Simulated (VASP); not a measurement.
# BN: relaxation of cell and atoms with PBE

The system is BN.

```xyz
2
Lattice="0.0000 2.7312 2.9079 1.3638 0.0000 2.9079 1.3638 2.7312 0.0000" Properties=species:S:1:pos:R:3 pbc="T T T"
B     0.0000    0.0000    0.0000
N     1.3638    2.7312    2.9079
```

The cell was generated, and may not be a known phase.

| Item | Value |
| --- | --- |
| Program | VASP 6.6.1 |
| Task | relaxation of cell and atoms |
| Functional | PBE |
| Potentials or basis | VASP PAW PBE potentials, release 64 (B_h, N_h) |
| Cutoff | 1330 eV |
| k mesh | 8 × 8 × 8 |
| Occupations | gaussian, width 0.1 eV |
| Spin | no spin polarisation |
| Dipole correction | no |
| Further INCAR settings | ALGO = Normal; EDIFF = 1e-07; IBRION = 2; EDIFFG = -0.04; NSW = 90; ISIF = 3 |

* Relaxed volume: 16.50 Å³/atom
* Relaxed cell: a = 5.017 Å, b = 3.731 Å, c = 3.833 Å, α = 83.09°, β = 47.59°, γ = 49.32°
* Space group after relaxing (to 0.1 Å): Fmmm (No. 69)
* Pressure after relaxing: 0.0 GPa
* Band gap on the k mesh: 3.79 eV

Stress tensor (GPa, compression positive):
```
 0.00  0.00  0.00
 0.00 -0.35  0.00
 0.00  0.00  0.30
```

Final structure:
```yaml
crystal:
  lattice:
    - [0.00000, 3.60109, 3.49301]
    - [1.31168, 0.00000, 3.49301]
    - [1.31168, 3.60109, 0.00000]
  atoms:
    - { symbol: B, position: [0.00000, 0.00000, 0.00000] }
    - { symbol: N, position: [0.50000, 0.50000, 0.50000] }
```

Levels at points of the mesh, in eV from the valence-band top:
```csv
k point,band 2,band 3,band 4,band 5,band 6,band 7
"(0.00, 0.00, 0.00)",-6.66,-2.80,-2.67,4.47,10.83,12.26
"(0.50, 0.00, 0.00)",-8.12,-0.06,0.00,3.79,4.04,10.87
"(0.50, 0.50, 0.00)",-6.69,-4.07,-2.65,7.25,8.80,12.41
"(0.50, 0.00, 0.50)",-6.68,-4.00,-2.56,7.18,8.62,12.40
"(0.00, 0.50, 0.50)",-6.70,-3.81,-3.69,7.52,9.59,10.98
```

Wall time 3.6 min on 1 thread of Intel(R) Xeon(R) 6975P-C (Granite Rapids), on a shared host, peak memory 0.29 GiB.

Caveat: the volume moved by over 15 % at a fixed basis, so the end points are rough. A k mesh can miss the band edges.
